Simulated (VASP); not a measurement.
Write the native input for VASP 6.6.1 that does the following.

```
Task                    : single point
Functional              : PBE
Potentials or basis     : VASP PAW PBE potentials, release 64 (V_sv, Ge_d)
Cutoff                  : 520 eV
k mesh                  : 13 × 13 × 13
Occupations             : fermi-dirac, width 0.05 eV
Spin                    : no spin polarisation
Dipole correction       : no
k mesh for the DOS      : 20 × 20 × 20
Occupations for the DOS : tetrahedron
Further INCAR settings  : ALGO = Normal; EDIFF = 1e-06
```

Crystal: VGe (zincblende type).

```
V Ge
1.0
     0.00000    2.06805    2.06805
     2.06805    0.00000    2.06805
     2.06805    2.06805    0.00000
V Ge
1 1
Direct
  0.00000 0.00000 0.00000
  0.25000 0.25000 0.25000
```

One way to write it, as run:

POSCAR

```
VGe
1.0
    0.0000000000      2.0680544125      2.0680544125
    2.0680544125      0.0000000000      2.0680544125
    2.0680544125      2.0680544125      0.0000000000
V Ge
1 1
Direct
    0.0000000000      0.0000000000      0.0000000000
    0.2500000000      0.2500000000      0.2500000000
```

INCAR.step1

```
SYSTEM = VGe
ALGO     = Normal         ! electronic algorithm
EDIFF    = 1E-6           ! SCF threshold, eV
ENCUT    = 520            ! plane-wave cutoff, eV
GGA      = PE             ! functional
ISIF     = 2              ! what is computed and relaxed
ISMEAR   = -1             ! smearing method
LASPH    = .True.         ! aspherical terms in the spheres
LCHARG   = .True.         ! write CHGCAR
LMAXMIX  = 4              ! l up to which the mixer works
LREAL    = .False.        ! projectors in reciprocal space
LWAVE    = .False.        ! write WAVECAR
NBANDS   = 20             ! bands
NELM     = 60             ! most SCF steps
PREC     = Accurate       ! precision mode
SIGMA    = 0.05           ! smearing width, eV
```

KPOINTS.step1

```
k-points
0
Gamma
  13 13 13
  0 0 0
```

INCAR.step2

```
SYSTEM = VGe
ALGO     = Normal         ! electronic algorithm
EDIFF    = 1E-6           ! SCF threshold, eV
ENCUT    = 520            ! plane-wave cutoff, eV
GGA      = PE             ! functional
ICHARG   = 11             ! starting density
ISIF     = 2              ! what is computed and relaxed
ISMEAR   = -5             ! smearing method
LASPH    = .True.         ! aspherical terms in the spheres
LCHARG   = .False.        ! write CHGCAR
LMAXMIX  = 4              ! l up to which the mixer works
LORBIT   = 11             ! projections on sites
LREAL    = .False.        ! projectors in reciprocal space
LWAVE    = .False.        ! write WAVECAR
NEDOS    = 1001           ! points of the DOS
NELM     = 60             ! most SCF steps
PREC     = Accurate       ! precision mode
SIGMA    = 0.05           ! smearing width, eV
```

KPOINTS.step2

```
k-points
0
Gamma
  20 20 20
  0 0 0
```

Potentials or basis: VASP PAW PBE potentials, release 64 (V_sv, Ge_d).

Run with:

```console
$ cat potpaw_PBE.64/V_sv/POTCAR potpaw_PBE.64/Ge_d/POTCAR > POTCAR
$ cp INCAR.step1 INCAR
$ cp KPOINTS.step1 KPOINTS
$ mpirun -np 1 vasp_std > vasp.out
$ cp INCAR.step2 INCAR
$ cp KPOINTS.step2 KPOINTS
$ mpirun -np 1 vasp_std > vasp.out
```

Run time: 88 s on 1 thread of Intel(R) Xeon(R) Platinum 8488C (Sapphire Rapids), on a shared host, peak memory 0.21 GiB.
